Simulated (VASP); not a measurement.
# BiTe (Fm-3m) in VASP: further runs

Aim: see how the results for BiTe move with the level of theory and the settings. Levels: r2SCAN, PBE. Tasks: relaxation of cell and atoms, single point.

Everything below comes from runs of VASP 6.6.1. Logs are shortened: lines on timing, memory, paths and dates and some standing lists are left out, and cuts for length are marked.

## Step 1: The cell of the first run

The structure is cubic, space group Fm-3m (No. 225). Conventional cell: a = 6.470 Å, b = 6.470 Å, c = 6.470 Å, α = 90.00°, β = 90.00°, γ = 90.00°. Bi (site symmetry m-3m) has 6 Te at 3.23 Å within 4.3 Å. Within 4.3 Å of Te (site symmetry m-3m) lie 6 Bi at 3.23 Å.

## Step 2: Relaxation of cell and atoms, r2SCAN

Contents of POSCAR:

```
BiTe
1.0
    0.0000000000      3.2350000000      3.2350000000
    3.2350000000      0.0000000000      3.2350000000
    3.2350000000      3.2350000000      0.0000000000
Bi Te
1 1
Direct
    0.0000000000      0.0000000000      0.0000000000
    0.5000000000      0.5000000000      0.5000000000
```

Contents of INCAR.step1:

```
SYSTEM = BiTe
  PREC = Accurate
  ENCUT = 600
  ISMEAR = -1
  SIGMA = 0.05
  LREAL = .FALSE.
  LASPH = .TRUE.
  NELM = 100
  GGA = PE
  ALGO = Normal
  EDIFF = 1E-4
  LWAVE = .TRUE.
  LCHARG = .FALSE.
```

Contents of INCAR.step2:

```
SYSTEM = BiTe
  PREC = Accurate
  ENCUT = 600
  EDIFF = 1E-7
  ISMEAR = -1
  SIGMA = 0.05
  LREAL = .FALSE.
  LASPH = .TRUE.
  NELM = 100
  ALGO = Normal
  ISIF = 3
  LWAVE = .FALSE.
  LCHARG = .FALSE.
  METAGGA = R2SCAN
  LMIXTAU = .TRUE.
  IBRION = 2
  NSW = 60
  EDIFFG = -0.01
  ISTART = 1
```

Contents of KPOINTS:

```
Automatic mesh
0
G
  7 7 7
  0 0 0
```

Potentials or basis: VASP PAW PBE potentials, release 64 (Bi_d, Te).

The run is started by

```console
cat potpaw_PBE.64/Bi_d/POTCAR potpaw_PBE.64/Te/POTCAR > POTCAR
cp INCAR.step1 INCAR
mpirun -np 1 vasp_std > vasp.out
cp INCAR.step2 INCAR
mpirun -np 1 vasp_std > vasp.out
```

OUTCAR:

```text
SYSTEM = BiTe
   PREC = Accurate
   ENCUT = 600
   EDIFF = 1E-7
   ISMEAR = -1
   LREAL = .FALSE.
   LASPH = .TRUE.
   NELM = 100
   ISIF = 3
   METAGGA = R2SCAN
   IBRION = 2
   NSW = 60
   EDIFFG = -0.01
   ISTART = 1

 ion  position               nearest neighbor table
   1  0.000  0.000  0.000-   2 3.23   2 3.23   2 3.23   2 3.23   2 3.23   2 3.23
   2  0.500  0.500  0.500-   1 3.23   1 3.23   1 3.23   1 3.23   1 3.23   1 3.23

  LATTYP: Found a face centered cubic cell.
 ALAT       =     6.4700000000

  Lattice vectors:

 A1 = (   0.0000000000,   3.2350000000,   3.2350000000)
 A2 = (   3.2350000000,   0.0000000000,   3.2350000000)
 A3 = (   3.2350000000,   3.2350000000,   0.0000000000)

Analysis of symmetry for initial positions (statically):
=====================================================================
 Subroutine PRICEL returns:
 Original cell was already a primitive cell.

 Routine SETGRP: Setting up the symmetry group for a
 face centered cubic supercell.

 Subroutine GETGRP returns: Found 48 space group operations
 (whereof 48 operations were pure point group operations)
 out of a pool of 48 trial point group operations.

The static configuration has the point symmetry O_h .

Analysis of symmetry for dynamics (positions and initial velocities):
=====================================================================
 Subroutine PRICEL returns:
 Original cell was already a primitive cell.

 Routine SETGRP: Setting up the symmetry group for a
 face centered cubic supercell.

 Subroutine GETGRP returns: Found 48 space group operations
 (whereof 48 operations were pure point group operations)
 out of a pool of 48 trial point group operations.

The dynamic configuration has the point symmetry O_h .

 Subroutine INISYM returns: Found 48 space group operations
 (whereof 48 operations are pure point group operations),
 and found     1 'primitive' translations

----------------------------------------------------------------------------------------

                                     Primitive cell

  volume of cell :      67.7100

  direct lattice vectors                    reciprocal lattice vectors
     0.000000000  3.235000000  3.235000000    -0.154559505  0.154559505  0.154559505
     3.235000000  0.000000000  3.235000000     0.154559505 -0.154559505  0.154559505
     3.235000000  3.235000000  0.000000000     0.154559505  0.154559505 -0.154559505

  length of vectors
     4.574980874  4.574980874  4.574980874     0.267704916  0.267704916  0.267704916

  position of ions in fractional coordinates (direct lattice)
     0.000000000  0.000000000  0.000000000
     0.500000000  0.500000000  0.500000000

  ion indices of the primitive-cell ions
   primitive index   ion index
                 1           1
                 2           2

----------------------------------------------------------------------------------------

 KPOINTS: Automatic mesh

Automatic generation of k-mesh.
 Grid dimensions read from file:
 generate k-points for:    7    7    7

 Generating k-lattice:

  Cartesian coordinates                     Fractional coordinates (reciprocal lattice)
    -0.022079929  0.022079929  0.022079929     0.142857143  0.000000000  0.000000000
     0.022079929 -0.022079929  0.022079929     0.000000000  0.142857143  0.000000000
     0.022079929  0.022079929 -0.022079929     0.000000000  0.000000000  0.142857143

  Length of vectors
     0.038243559  0.038243559  0.038243559

  Shift w.r.t. Gamma in fractional coordinates (k-lattice)
     0.000000000  0.000000000  0.000000000

 Subroutine IBZKPT returns following result:
 ===========================================

 Found     20 irreducible k-points:

 Following reciprocal coordinates:
            Coordinates               Weight
  0.000000  0.000000  0.000000      1.000000
  0.142857  0.000000  0.000000      8.000000
  0.285714  0.000000  0.000000      8.000000
  0.428571  0.000000  0.000000      8.000000
  0.142857  0.142857  0.000000      6.000000
  0.285714  0.142857  0.000000     24.000000
[... 12 lines left out ...]
 -0.428571  0.428571  0.142857     24.000000
 -0.285714  0.428571  0.142857     24.000000
   k-points           NKPTS =     20   k-points in BZ     NKDIM =     20   number of bands    NBANDS=     14
   number of dos      NEDOS =    301   number of ions     NIONS =      2
   total plane-waves  NPLWV =  64000
   dimension x,y,z NGX =    40 NGY =   40 NGZ =   40
   dimension x,y,z NGXF=    80 NGYF=   80 NGZF=   80
   ions per type =               1   1
   NGX,Y,Z   is equivalent  to a cutoff of  14.54, 14.54, 14.54 a.u.
   NGXF,Y,Z  is equivalent  to a cutoff of  29.07, 29.07, 29.07 a.u.
 SYSTEM =  BiTe
   PREC   = accura    normal or accurate (medium, high low for compatibility)
   ISTART =      1    job   : 0-new  1-cont  2-samecut
   ICHARG =      0    charge: 1-file 2-atom 10-const
   ISPIN  =      1    spin polarized calculation?
   LNONCOLLINEAR =      F non collinear calculations
   LSORBIT =      F    spin-orbit coupling
   LASPH  =      T    aspherical Exc in radial PAW
   ENCUT  =  600.0 eV  44.10 Ry    6.64 a.u.   9.14  9.14  9.14*2*pi/ulx,y,z
   NELM   =    100;   NELMIN=  2; NELMDL=  0     # of ELM steps
   EDIFF  = 0.1E-06   stopping-criterion for ELM
   LREAL  =      F    real-space projection
   EDIFFG = -.1E-01   stopping-criterion for IOM
   NSW    =     60    number of steps for IOM
   IBRION =      2    ionic relax: 0-MD 1-quasi-New 2-CG
   NFREE  =      1    steps in history (QN), initial steepest desc. (CG)
   ISIF   =      3    stress and relaxation
   ISYM   =      2    0-nonsym 1-usesym 2-fastsym
   POTIM  = 0.5000    time-step for ionic-motion
   TEBEG  =    0.0;   TEEND  =   0.0 temperature during run
   PSTRESS=    0.0 pullay stress
   NELECT =      21.0000    total number of electrons
   NUPDOWN=      -1.0000    fix difference up-down
   EMIN   =  10.00;   EMAX   =-10.00  energy-range for DOS
   EFERMI =   0.00;   METHOD = LEGACY
   ISMEAR =    -1;   SIGMA  =   0.05  broadening in eV -4-tet -1-fermi 0-gaus
   EFERMI_NEDOS =   21; number of points for ismear=-14 and -15
   IALGO  =     38    algorithm
   IMIX   =      4    mixing-type and parameters
     AMIX     =   0.40;   BMIX     =  1.00
     AMIX_MAG =   1.60;   BMIX_MAG =  1.00
  volume/ion in A,a.u.               =      33.86       228.46
  Fermi-wavevector in a.u.,A,eV,Ry     =   1.108146  2.094092 16.707785  1.227988
  Thomas-Fermi vector in A             =   2.244669
   LORBIT       =      0    0 simple, 1 ext, 2 COOP (PROOUT), +10 PAW based schemes
   METAGGA = R2SCAN    functional components
   LHFCALC =     F    Hartree Fock is set to
   AEXX    =    0.0000 exact exchange contribution
   IVDW    =     0    specifies the selected vdW correction
   LEPSILON=     F    determine dielectric tensor
   LRPA    =     F    only Hartree local field effects (RPA)
 conjugate gradient relaxation of ions
 non-spin polarized calculation
  energy-cutoff  :      600.00
  volume of cell :       67.71
 maximum number of plane-waves:      2281
 NGX is ok and might be reduce to    40
   NGX = 19   NGY = 19   NGZ = 19

--------------------------------------- Ionic step        1  -------------------------------------------

 number of electron      21.0000002 magnetization

 Free energy of the ion-electron system (eV)
  ---------------------------------------------------
  ext. energy  EPLUGINS =         0.00000000
  ---------------------------------------------------
  free energy    TOTEN  =       -84.01582719 eV

  energy without entropy =      -83.99811260  energy(sigma->0) =      -84.00696990

------------------------ aborting loop because EDIFF is reached ----------------------------------------

  FORCE on cell =-STRESS in cart. coord.  units (eV):
  Direction    XX          YY          ZZ          XY          YZ          ZX
  --------------------------------------------------------------------------------------
  -------------------------------------------------------------------------------------
  Total        0.0436156      0.0436156      0.0436156      0.0000000      0.0000000     -0.0000000
  in kB        1.0320476      1.0320476      1.0320476      0.0000000      0.0000000     -0.0000000
  external PRESSURE =       1.0320476 kB  Pullay stress =       0.0000000 kB

 VOLUME and BASIS-vectors are now :
 -----------------------------------------------------------------------------
  energy-cutoff  :      600.00
  volume of cell :       67.71
      direct lattice vectors                 reciprocal lattice vectors
     0.000000000  3.235000000  3.235000000    -0.154559505  0.154559505  0.154559505
     3.235000000  0.000000000  3.235000000     0.154559505 -0.154559505  0.154559505
     3.235000000  3.235000000  0.000000000     0.154559505  0.154559505 -0.154559505
[... 37 lines left out ...]
 POSITION                                       TOTAL-FORCE (eV/Angst)
 -----------------------------------------------------------------------------------
      3.23840      3.23840     -0.00000         0.000000     -0.000000      0.000000
      3.23840      3.23840      3.23840        -0.000000      0.000000     -0.000000
 -----------------------------------------------------------------------------------
    total drift:                                0.000000     -0.000000     -0.000000

  FREE ENERGIE OF THE ION-ELECTRON SYSTEM (eV)
  ---------------------------------------------------
  free  energy   TOTEN  =       -84.0158548038 eV

  energy  without entropy=      -83.9980849596  energy(sigma->0) =      -84.00696988

--------------------------------------- Ionic step        3  -------------------------------------------

 number of electron      21.0000002 magnetization

 Free energy of the ion-electron system (eV)
  ---------------------------------------------------
  ext. energy  EPLUGINS =         0.00000000
  ---------------------------------------------------
  free energy    TOTEN  =       -84.01586969 eV

  energy without entropy =      -83.99812046  energy(sigma->0) =      -84.00699507

 E-fermi :   6.6222     XC(G=0):  -9.9882

 val. band max:        6.5600891777   @ k =   0.2857   0.1429   0.0000
 cond. band min:       6.6598268693   @ k =   0.1429   0.1429   0.0000
 fundamental gap:      0.0997376916
 Fermi energy:         6.6221882627

 k-point     1 :       0.0000    0.0000    0.0000
  band No.  band energies     occupation
      1     -17.3293      2.00000
      2     -17.3293      2.00000
      3     -17.3244      2.00000
      4     -17.3244      2.00000
      5     -17.3244      2.00000
      6      -7.5632      2.00000
      7      -1.7403      2.00000
      8       3.7810      2.00000
      9       3.7810      2.00000
     10       3.7810      2.00000
     11       8.8144      0.00000
     12       8.8144      0.00000
     13       8.8144      0.00000
     14      11.5837      0.00000

 k-point     2 :       0.1429    0.0000    0.0000
  band No.  band energies     occupation
      1     -17.3301      2.00000
      2     -17.3301      2.00000
      3     -17.3240      2.00000
      4     -17.3232      2.00000
      5     -17.3232      2.00000
      6      -7.3711      2.00000
      7      -2.2387      2.00000
      8       3.8500      2.00000
      9       3.8500      2.00000
     10       4.0133      2.00000
[... 330 lines left out ...]
 POSITION                                       TOTAL-FORCE (eV/Angst)
 -----------------------------------------------------------------------------------
      0.00000      0.00000      0.00000         0.000000      0.000000      0.000000
      3.23712      3.23712      3.23712        -0.000000     -0.000000     -0.000000
 -----------------------------------------------------------------------------------
    total drift:                                0.000000     -0.000000     -0.000000

  FREE ENERGIE OF THE ION-ELECTRON SYSTEM (eV)
  ---------------------------------------------------
  free  energy   TOTEN  =       -84.0158696907 eV

  energy  without entropy=      -83.9981204560  energy(sigma->0) =      -84.00699507

 reached required accuracy - stopping structural energy minimisation
```

It took 2.7 min on 1 thread of Intel Xeon Platinum 8488C (Sapphire Rapids), shared host; peak memory 0.27 GiB.

What came out:

| Property | Result |
| --- | --- |
| Free energy | -84.0159 eV |
| Relaxed volume | 33.92 Å³/atom |
| Relaxed cell | a = 4.578 Å, b = 4.578 Å, c = 4.578 Å, α = 60.00°, β = 60.00°, γ = 60.00° |
| Space group after relaxing (to 0.05 Å) | Fm-3m (No. 225) |
| Energy gained by relaxing | 0.0 meV/atom |
| Ionic steps | 3 |
| Pressure after relaxing | 0.0 GPa |

Final structure:
```
Bi Te
1.0
     0.00000    3.23712    3.23712
     3.23712    0.00000    3.23712
     3.23712    3.23712    0.00000
Bi Te
1 1
Direct
  0.00000 0.00000 0.00000
  0.50000 0.50000 0.50000
```

Caveat: the PAW data sets were made with another functional, which shifts forces and pressure a little; spin-orbit coupling is left out, which moves the levels of the heavy elements.

## Step 3: Single point, PBE

Contents of INCAR:

```
PREC = Accurate
ENCUT = 500
EDIFF = 1E-6
ISMEAR = 0
SIGMA = 0.028000000000000004
LREAL = F
LASPH = T
NELM = 120
ALGO = Normal
ISIF = 2
LWAVE = F
LCHARG = F
GGA = PE
NBANDS = 18
GGA_COMPAT = F
```

Contents of KPOINTS:

```
regular mesh
0
Gamma
  7 7 7
```

POSCAR is that of step 2.

Potentials or basis: VASP PAW PBE potentials, release 64 (Bi_d, Te).

The run is started by

```console
cat potpaw_PBE.64/Bi_d/POTCAR potpaw_PBE.64/Te/POTCAR > POTCAR
mpirun -np 1 vasp_std > vasp.out
```

Wall time 9.3 s (1 thread of Intel Xeon 6975P-C (Granite Rapids), shared host); peak memory 0.21 GiB.

It converged, with:

| Quantity | Value |
| --- | --- |
| Free energy | -7.1446 eV |
| Pressure | 0.9 GPa |

Levels at points of the mesh, in eV from the Fermi level:
| k point | band 8 | band 9 | band 10 | band 11 | band 12 | band 13 |
| --- | --- | --- | --- | --- | --- | --- |
| (0.00, 0.00, 0.00) | -2.58 | -2.58 | -2.58 | 2.12 | 2.12 | 2.12 |

Caveat: spin-orbit coupling is left out, which moves the levels of the heavy elements.
